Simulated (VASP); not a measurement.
A run of VASP 6.6.1 is set up as follows.

The input INCAR:

```
  ALGO = Normal
  EDIFF = 1E-6
  ENCUT = 500
  GGA_COMPAT = False
  ISIF = 2
  ISMEAR = 0
  LASPH = True
  LCHARG = False
  LREAL = False
  LWAVE = False
  NBANDS = 11
  NELM = 120
  PREC = Accurate
  SIGMA = 0.1
```

The input KPOINTS:

```
k-points
0
Gamma
  14 14 14
```

POSCAR

```
Ca
1.0
    0.0000000000      2.8005000000      2.8005000000
    2.8005000000      0.0000000000      2.8005000000
    2.8005000000      2.8005000000      0.0000000000
Ca
1
Direct
    0.0000000000      0.0000000000      0.0000000000
```

Potentials or basis: VASP PAW LDA potentials, release 64 (Ca_sv).

Run with:

```bash
$ cat potpaw_LDA.64/Ca_sv/POTCAR > POTCAR
$ mpirun -np 1 vasp_std > vasp.out
```

Question: What does it give for the band gap on the k mesh?

Answer: Zero (bands 5 and 6 overlap by 0.28 eV).

Question: Predict the pressure.

Answer: -2.2 GPa.
